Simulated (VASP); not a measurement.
# PbF2 (I4/mmm) in VASP: further runs

Runs on PbF2. Level: r2SCAN. Tasks: single point.

All numbers are computed with VASP 6.6.1; they aren't measurements. Logs are shortened: lines on timing, memory, paths and dates and some standing lists are left out, and cuts for length are marked.

**1. The cell of the first run**

The structure is tetragonal, space group I4/mmm (No. 139). The conventional cell has a = 4.074 Å, b = 4.074 Å, c = 5.940 Å, α = 90.00°, β = 90.00°, γ = 90.00°. Pb (site symmetry 4/mmm) has 8 F at 2.52 Å within 3.3 Å. Within 3.3 Å of F (site symmetry -4m2) lie 4 Pb at 2.52 Å and 6 F at 2.88 to 2.97 Å.

**2. Single point, r2SCAN (strain -0.030 along x and y, +0.000 along z)**

Input file POSCAR:

```
PbF2
1.0
    0.0000000000      2.8807545000      2.9698500000
    2.8807545000      0.0000000000      2.9698500000
    2.8807545000      2.8807545000      0.0000000000
Pb F
1 2
Direct
    0.0000000000      0.0000000000      0.0000000000
    0.2500000000      0.2500000000      0.2500000000
    0.7500000000      0.7500000000      0.7500000000
```

Input file INCAR.step1:

```
PREC = Accurate ; ENCUT = 520
ISMEAR = 0 ; SIGMA = 0.05
LREAL = False ; LASPH = True
NELM = 60 ; NBANDS = 21
GGA = PE ; ALGO = Normal
EDIFF = 1E-4 ; LWAVE = True
LCHARG = False
```

Input file INCAR.step2:

```
PREC = Accurate ; ENCUT = 520
EDIFF = 1E-7 ; ISMEAR = 0
SIGMA = 0.05 ; LREAL = False
LASPH = True ; NELM = 60
ALGO = Normal ; ISIF = 2
LWAVE = False ; LCHARG = False
METAGGA = R2SCAN ; LMIXTAU = True
NBANDS = 21 ; ISTART = 1
```

Input file KPOINTS:

```
Automatic mesh
0
Gamma
  8 8 8
```

Potentials or basis: VASP PAW PBE potentials, release 64 (Pb_d, F).

Started as:

```
$ cat potpaw_PBE.64/Pb_d/POTCAR potpaw_PBE.64/F/POTCAR > POTCAR
$ cp INCAR.step1 INCAR
$ mpirun -np 1 vasp_std > vasp.out
$ cp INCAR.step2 INCAR
$ mpirun -np 1 vasp_std > vasp.out
```

OUTCAR:

```text
PREC = Accurate
   ENCUT = 520
   EDIFF = 1E-7
   ISMEAR = 0
   LREAL = False
   LASPH = True
   NELM = 60
   ISIF = 2
   METAGGA = R2SCAN
   ISTART = 1

 ion  position               nearest neighbor table
   1  0.000  0.000  0.000-   3 2.52   3 2.52   2 2.52   2 2.52   3 2.52   2 2.52   3 2.52   2 2.52

   2  0.250  0.250  0.250-   1 2.52   1 2.52   1 2.52   1 2.52
   3  0.750  0.750  0.750-   1 2.52   1 2.52   1 2.52   1 2.52

  LATTYP: Found a body centered tetragonal cell.
 ALAT       =     4.0740020838
 C/A-ratio  =     1.4579521262

  Lattice vectors:

 A1 = (  -2.8807545000,   0.0000000000,   2.9698500000)
 A2 = (   2.8807545000,   0.0000000000,   2.9698500000)
 A3 = (   0.0000000000,   2.8807545000,  -2.9698500000)

Analysis of symmetry for initial positions (statically):
=====================================================================
 Subroutine PRICEL returns:
 Original cell was already a primitive cell.

 Routine SETGRP: Setting up the symmetry group for a
 body centered tetragonal supercell.

 Subroutine GETGRP returns: Found 16 space group operations
 (whereof 16 operations were pure point group operations)
 out of a pool of 16 trial point group operations.

The static configuration has the point symmetry D_4h.

Analysis of symmetry for dynamics (positions and initial velocities):
=====================================================================
 Subroutine PRICEL returns:
 Original cell was already a primitive cell.

 Routine SETGRP: Setting up the symmetry group for a
 body centered tetragonal supercell.

 Subroutine GETGRP returns: Found 16 space group operations
 (whereof 16 operations were pure point group operations)
 out of a pool of 16 trial point group operations.

The dynamic configuration has the point symmetry D_4h.

 Subroutine INISYM returns: Found 16 space group operations
 (whereof 16 operations are pure point group operations),
 and found     1 'primitive' translations

----------------------------------------------------------------------------------------

                                     Primitive cell

  volume of cell :      49.2921

  direct lattice vectors                    reciprocal lattice vectors
     0.000000000  2.880754500  2.969850000    -0.173565641  0.173565641  0.168358671
     2.880754500  0.000000000  2.969850000     0.173565641 -0.173565641  0.168358671
     2.880754500  2.880754500  0.000000000     0.173565641  0.173565641 -0.168358671

  length of vectors
     4.137481784  4.137481784  4.074002084     0.297648627  0.297648627  0.297648627

  position of ions in fractional coordinates (direct lattice)
     0.000000000  0.000000000  0.000000000
     0.250000000  0.250000000  0.250000000
     0.750000000  0.750000000  0.750000000

  ion indices of the primitive-cell ions
   primitive index   ion index
                 1           1
                 2           2
                 3           3

----------------------------------------------------------------------------------------

 KPOINTS: Automatic mesh

Automatic generation of k-mesh.
 Grid dimensions read from file:
 generate k-points for:    8    8    8

 Generating k-lattice:

  Cartesian coordinates                     Fractional coordinates (reciprocal lattice)
    -0.021695705  0.021695705  0.021044834     0.125000000  0.000000000  0.000000000
     0.021695705 -0.021695705  0.021044834     0.000000000  0.125000000  0.000000000
     0.021695705  0.021695705 -0.021044834     0.000000000  0.000000000  0.125000000

  Length of vectors
     0.037206078  0.037206078  0.037206078

  Shift w.r.t. Gamma in fractional coordinates (k-lattice)
     0.000000000  0.000000000  0.000000000

 Subroutine IBZKPT returns following result:
 ===========================================

 Found     59 irreducible k-points:

 Following reciprocal coordinates:
            Coordinates               Weight
  0.000000  0.000000  0.000000      1.000000
  0.125000  0.000000  0.000000      8.000000
  0.250000  0.000000  0.000000      8.000000
  0.375000  0.000000  0.000000      8.000000
  0.500000  0.000000  0.000000      4.000000
  0.125000  0.125000  0.000000      2.000000
[... 16 lines left out ...]
  0.250000  0.000000  0.125000     16.000000
  0.375000 -0.000000  0.125000     16.000000
 [... further k-points ...]
   k-points           NKPTS =     59   k-points in BZ     NKDIM =     59   number of bands    NBANDS=     21
   number of dos      NEDOS =    301   number of ions     NIONS =      3
   total plane-waves  NPLWV =  30720
   dimension x,y,z NGX =    32 NGY =   32 NGZ =   30
   dimension x,y,z NGXF=    64 NGYF=   64 NGZF=   60
   ions per type =               1   2
   NGX,Y,Z   is equivalent  to a cutoff of  12.86, 12.86, 12.24 a.u.
   NGXF,Y,Z  is equivalent  to a cutoff of  25.72, 25.72, 24.48 a.u.
 SYSTEM =  unknown system
   PREC   = accura    normal or accurate (medium, high low for compatibility)
   ISTART =      1    job   : 0-new  1-cont  2-samecut
   ICHARG =      0    charge: 1-file 2-atom 10-const
   ISPIN  =      1    spin polarized calculation?
   LNONCOLLINEAR =      F non collinear calculations
   LSORBIT =      F    spin-orbit coupling
   LASPH  =      T    aspherical Exc in radial PAW
   ENCUT  =  520.0 eV  38.22 Ry    6.18 a.u.   7.69  7.69  7.57*2*pi/ulx,y,z
   NELM   =     60;   NELMIN=  2; NELMDL=  0     # of ELM steps
   EDIFF  = 0.1E-06   stopping-criterion for ELM
   LREAL  =      F    real-space projection
   EDIFFG = 0.1E-05   stopping-criterion for IOM
   NSW    =      0    number of steps for IOM
   IBRION =     -1    ionic relax: 0-MD 1-quasi-New 2-CG
   NFREE  =      0    steps in history (QN), initial steepest desc. (CG)
   ISIF   =      2    stress and relaxation
   ISYM   =      2    0-nonsym 1-usesym 2-fastsym
   POTIM  = 0.5000    time-step for ionic-motion
   TEBEG  =    0.0;   TEEND  =   0.0 temperature during run
   PSTRESS=    0.0 pullay stress
   NELECT =      28.0000    total number of electrons
   NUPDOWN=      -1.0000    fix difference up-down
   EMIN   =  10.00;   EMAX   =-10.00  energy-range for DOS
   EFERMI =   0.00;   METHOD = LEGACY
   ISMEAR =     0;   SIGMA  =   0.05  broadening in eV -4-tet -1-fermi 0-gaus
   EFERMI_NEDOS =   21; number of points for ismear=-14 and -15
   IALGO  =     38    algorithm
   IMIX   =      4    mixing-type and parameters
     AMIX     =   0.40;   BMIX     =  1.00
     AMIX_MAG =   1.60;   BMIX_MAG =  1.00
  volume/ion in A,a.u.               =      16.43       110.88
  Fermi-wavevector in a.u.,A,eV,Ry     =   1.355819  2.562127 25.010858  1.838246
  Thomas-Fermi vector in A             =   2.482875
   LORBIT       =      0    0 simple, 1 ext, 2 COOP (PROOUT), +10 PAW based schemes
   METAGGA = R2SCAN    functional components
   LHFCALC =     F    Hartree Fock is set to
   AEXX    =    0.0000 exact exchange contribution
   IVDW    =     0    specifies the selected vdW correction
   LEPSILON=     F    determine dielectric tensor
   LRPA    =     F    only Hartree local field effects (RPA)
 non-spin polarized calculation
 Gauss-broadening in eV      SIGMA  =   0.05
  energy-cutoff  :      520.00
  volume of cell :       49.29
 maximum number of plane-waves:      1347
   NGX = 15   NGY = 15   NGZ = 15

 number of electron      27.9999992 magnetization

 Free energy of the ion-electron system (eV)
  ---------------------------------------------------
  ext. energy  EPLUGINS =         0.00000000
  ---------------------------------------------------
  free energy    TOTEN  =       -70.11807480 eV

  energy without entropy =      -70.11807480  energy(sigma->0) =      -70.11807480

 E-fermi :   2.5879     XC(G=0): -10.3084

 val. band max:        2.2651896125   @ k =  -0.2500   0.5000   0.2500
 cond. band min:       7.0931478509   @ k =   0.5000   0.0000   0.5000
 fundamental gap:      4.8279582384
 Fermi energy:         2.5879023055

 k-point     1 :       0.0000    0.0000    0.0000
  band No.  band energies     occupation
      1     -20.6459      2.00000
      2     -19.9568      2.00000
      3     -12.7552      2.00000
      4     -12.7315      2.00000
      5     -12.7315      2.00000
      6     -12.6668      2.00000
[... 13 lines left out ...]
     20      18.5909      0.00000
     21      20.2499      0.00000

 k-point     2 :       0.1250    0.0000    0.0000
  band No.  band energies     occupation
      1     -20.6130      2.00000
      2     -19.9865      2.00000
      3     -12.7419      2.00000
      4     -12.7238      2.00000
      5     -12.6979      2.00000
      6     -12.6674      2.00000
[... 13 lines left out ...]
     20      18.0612      0.00000
     21      19.9958      0.00000

 k-point     3 :       0.2500    0.0000    0.0000
  band No.  band energies     occupation
      1     -20.5257      2.00000
      2     -20.0647      2.00000
      3     -12.7260      2.00000
      4     -12.7125      2.00000
      5     -12.6611      2.00000
      6     -12.6513      2.00000
[... 13 lines left out ...]
     20      17.3509      0.00000
     21      18.7719      0.00000

 k-point     4 :       0.3750    0.0000    0.0000
  band No.  band energies     occupation
      1     -20.4126      2.00000
      2     -20.1660      2.00000
      3     -12.7213      2.00000
      4     -12.7125      2.00000
      5     -12.6433      2.00000
      6     -12.6345      2.00000
[... 13 lines left out ...]
     20      16.9186      0.00000
     21      17.8073      0.00000

 k-point     5 :       0.5000    0.0000    0.0000
  band No.  band energies     occupation
      1     -20.3251      2.00000
      2     -20.2480      2.00000
      3     -12.7215      2.00000
      4     -12.7144      2.00000
      5     -12.6339      2.00000
      6     -12.6253      2.00000
[... 13 lines left out ...]
     20      16.7827      0.00000
     21      17.4639      0.00000

 k-point     6 :       0.1250    0.1250    0.0000
  band No.  band energies     occupation
      1     -20.6063      2.00000
      2     -19.9910      2.00000
      3     -12.7162      2.00000
      4     -12.7161      2.00000
      5     -12.7133      2.00000
      6     -12.6643      2.00000
[... 13 lines left out ...]
     20      18.7258      0.00000
     21      20.1346      0.00000

 k-point     7 :       0.2500    0.1250    0.0000
  band No.  band energies     occupation
      1     -20.5428      2.00000
      2     -20.0467      2.00000
      3     -12.7091      2.00000
      4     -12.7018      2.00000
      5     -12.6660      2.00000
      6     -12.6566      2.00000
[... 13 lines left out ...]
     20      18.3211      0.00000
     21      19.6891      0.00000
[... 291 lines left out ...]
      1     -20.3245      2.00000
      2     -20.2300      2.00000
      3     -12.6883      2.00000
      4     -12.6557      2.00000
      5     -12.6375      2.00000
      6     -12.5752      2.00000
[... 13 lines left out ...]
     20      18.7118      0.00000
     21      19.8461      0.00000

 k-point    21 :       0.5000    0.5000    0.0000
  band No.  band energies     occupation
      1     -20.3675      2.00000
      2     -20.1842      2.00000
      3     -12.7015      2.00000
      4     -12.6414      2.00000
      5     -12.6236      2.00000
      6     -12.6236      2.00000
[... 13 lines left out ...]
     20      20.0142      0.00000
     21      20.5049      0.00000

 k-point    22 :       0.1250    0.0000    0.1250
  band No.  band energies     occupation
      1     -20.6006      2.00000
      2     -19.9977      2.00000
      3     -12.7377      2.00000
      4     -12.7171      2.00000
      5     -12.6880      2.00000
      6     -12.6723      2.00000
[... 13 lines left out ...]
     20      18.2787      0.00000
     21      20.2560      0.00000

 k-point    23 :       0.2500    0.0000    0.1250
  band No.  band energies     occupation
      1     -20.5318      2.00000
      2     -20.0592      2.00000
      3     -12.7178      2.00000
      4     -12.7031      2.00000
      5     -12.6741      2.00000
      6     -12.6482      2.00000
[... 13 lines left out ...]
     20      17.9398      0.00000
     21      19.7645      0.00000

 k-point    24 :       0.3750   -0.0000    0.1250
  band No.  band energies     occupation
      1     -20.4297      2.00000
      2     -20.1489      2.00000
      3     -12.7081      2.00000
      4     -12.7016      2.00000
      5     -12.6531      2.00000
      6     -12.6338      2.00000
[... 13 lines left out ...]
     20      17.9479      0.00000
     21      18.7722      0.00000

 [... further k-points ...]
[... 5 lines left out ...]
  --------------------------------------------------------------------------------------
  -------------------------------------------------------------------------------------
  Total        1.5189662      1.5189662      1.0411220      0.0000000     -0.0000000     -0.0000000
  in kB       49.3721095     49.3721095     33.8403777      0.0000000     -0.0000000     -0.0000000
  external PRESSURE =      44.1948656 kB  Pullay stress =       0.0000000 kB

 VOLUME and BASIS-vectors are now :
 -----------------------------------------------------------------------------
  energy-cutoff  :      520.00
  volume of cell :       49.29
      direct lattice vectors                 reciprocal lattice vectors
     0.000000000  2.880754500  2.969850000    -0.173565641  0.173565641  0.168358671
     2.880754500  0.000000000  2.969850000     0.173565641 -0.173565641  0.168358671
     2.880754500  2.880754500  0.000000000     0.173565641  0.173565641 -0.168358671

 POSITION                                       TOTAL-FORCE (eV/Angst)
 -----------------------------------------------------------------------------------
      0.00000      0.00000      0.00000         0.000000     -0.000000     -0.000000
      1.44038      1.44038      1.48493        -0.000000     -0.000000     -0.000000
      4.32113      4.32113      4.45477         0.000000      0.000000      0.000000
 -----------------------------------------------------------------------------------
    total drift:                                0.000000     -0.000000      0.000000

  FREE ENERGIE OF THE ION-ELECTRON SYSTEM (eV)
  ---------------------------------------------------
  free  energy   TOTEN  =       -70.1180748010 eV

  energy  without entropy=      -70.1180748010  energy(sigma->0) =      -70.11807480
```

It took 93 s on 1 thread of Intel Xeon 6975P-C (Granite Rapids), shared host; peak memory 0.21 GiB.

Results:

```yaml
Free_energy: -70.1181 eV
Pressure: 4.4 GPa
Band_gap_on_the_k_mesh: 4.83 eV, indirect (least direct gap 5.01 eV)
```

Stress tensor (GPa, compression positive):
```
4.94 0.00 0.00
0.00 4.94 0.00
0.00 0.00 3.38
```

Caveat: the cell differs from its parent crystal (strain -0.030 along x and y, +0.000 along z); the PAW data sets were made with another functional, which shifts forces and pressure a little; spin-orbit coupling is left out, which moves the levels of the heavy elements.

[end of part 1 of 2]
